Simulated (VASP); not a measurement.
Set up this calculation in VASP 6.6.1, as the native input.

* Task: single point
* Functional: BLYP
* Dispersion: D4
* Potentials or basis: VASP PAW PBE potentials, release 64 (Fe, O)
* Cutoff: 520 eV
* k mesh: 11 × 11 × 11
* Occupations: fermi-dirac, width 0.05 eV
* Spin: collinear spin, ferromagnetic start
* Starting moments: [3.0, 0.0] μB
* Dipole correction: no
* Further INCAR settings: ALGO = Normal; EDIFF = 1e-07; NBANDS = 18

The structure of FeO (Wuestite) lies in POSCAR:

```
FeO
1.0
    0.0000000000      2.1470228481      2.1470228481
    2.1470228481      0.0000000000      2.1470228481
    2.1470228481      2.1470228481      0.0000000000
Fe O
1 1
Direct
    0.0000000000      0.0000000000      0.0000000000
    0.5000000000      0.5000000000      0.5000000000
```

One way to write it, as run:

INCAR

```
  AGGAC = 1.0
  AGGAX = 1.0
  ALDAC = 0.0
  ALDAX = 1.0
  ALGO = Normal
  EDIFF = 1E-7
  ENCUT = 520
  GGA = B5
  ISIF = 2
  ISMEAR = -1
  ISPIN = 2
  IVDW = 13
  LASPH = True
  LCHARG = True
  LELF = True
  LMAXMIX = 4
  LORBIT = 11
  LREAL = False
  LVHAR = True
  LWAVE = False
  MAGMOM = 3 0
  NBANDS = 18
  NELM = 150
  PREC = Accurate
  SIGMA = 0.05
  VDW_A1 = 0.44488865
  VDW_A2 = 4.0933009
  VDW_S6 = 1.0
  VDW_S8 = 2.34076671
```

KPOINTS

```
k-points
0
Gamma
  11 11 11
```

Potentials or basis: VASP PAW PBE potentials, release 64 (Fe, O).

Launch:

```console
$ cat potpaw_PBE.64/Fe/POTCAR potpaw_PBE.64/O/POTCAR > POTCAR
$ mpirun -np 1 vasp_std > vasp.out
```

It gave:

```json
{
 "Pressure": "0.4 GPa",
 "Band gap on the k mesh": "zero (filled and empty bands overlap)",
 "Net moment": "4.00 μB per cell",
 "Site moments": "Fe +3.59; O +0.32 μB",
 "Valence electrons inside the program's atomic spheres": "Fe 6.78; O 5.02",
 "Dispersion energy per atom": "-0.650 eV"
}
```

Caveat: the PAW data sets were made with another functional, which shifts forces and pressure a little; a cell with one magnetic atom can't hold antiferromagnetic order, which such compounds often take; semilocal functionals often make such compounds metallic where correlation or magnetic order opens a gap, which also shifts bond lengths; pairwise dispersion overbinds metals, which lowers pressure and volume.

It took 21 s on 1 thread of Intel(R) Xeon(R) 6975P-C (Granite Rapids), on a shared host, peak memory 0.17 GiB.
